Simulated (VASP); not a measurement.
Wanted: the native input for a VASP 6.6.1 run.

- Task: single point
- Functional: PBE
- Potentials or basis: VASP PAW PBE potentials, release 64 (Hf_pv, Cl)
- Cutoff: 520 eV
- k mesh: 8 × 8 × 8
- Occupations: gaussian, width 0.1 eV
- Spin: no spin polarisation
- Dipole correction: no
- Further INCAR settings: ALGO = Normal; EDIFF = 1e-06; NBANDS = 40

The structure of HfCl7 lies in POSCAR:

```
HfCl7
1.0
    0.0000000000      4.2875241896      4.2875241896
    4.2875241896      0.0000000000      4.2875241896
    4.2875241896      4.2875241896      0.0000000000
Hf Cl
1 7
Direct
    0.0000000000      0.0000000000      0.0000000000
    0.5000000000      0.5000000000      0.5000000000
    0.0000000000      0.0000000000      0.5000000000
    0.5000000000      0.0000000000      0.5000000000
    0.0000000000      0.5000000000      0.5000000000
    0.5000000000      0.5000000000      0.0000000000
    0.0000000000      0.5000000000      0.0000000000
    0.5000000000      0.0000000000      0.0000000000
```

The cell was generated, and may not be a known phase.

These files were run (other wordings do the same):

INCAR

```
  ALGO = Normal
  EDIFF = 1E-6
  ENCUT = 520
  GGA = PE
  ISIF = 2
  ISMEAR = 0
  LASPH = True
  LCHARG = False
  LREAL = False
  LWAVE = False
  NBANDS = 40
  NELM = 100
  PREC = Accurate
  SIGMA = 0.1
```

KPOINTS

```
k-points
0
Gamma
  8 8 8
```

Potentials or basis: VASP PAW PBE potentials, release 64 (Hf_pv, Cl).

Run with:

```console
$ cat potpaw_PBE.64/Hf_pv/POTCAR potpaw_PBE.64/Cl/POTCAR > POTCAR
$ mpirun -np 1 vasp_std > vasp.out
```

Results of the run:

```
Pressure               : -0.3 GPa
Band gap on the k mesh : zero (an odd number of electrons rules out a gap without spin polarisation)
```

Caveat: spin-orbit coupling is left out, which moves the levels of the heavy elements; an odd number of electrons without spin polarisation forces a metal; a magnetic or distorted state may lie lower.

Run time: 3.6 min on 1 thread of Intel(R) Xeon(R) Platinum 8259CL CPU @ 2.50GHz (Skylake/Cascade Lake) (shared host), peak memory 0.4 GiB.
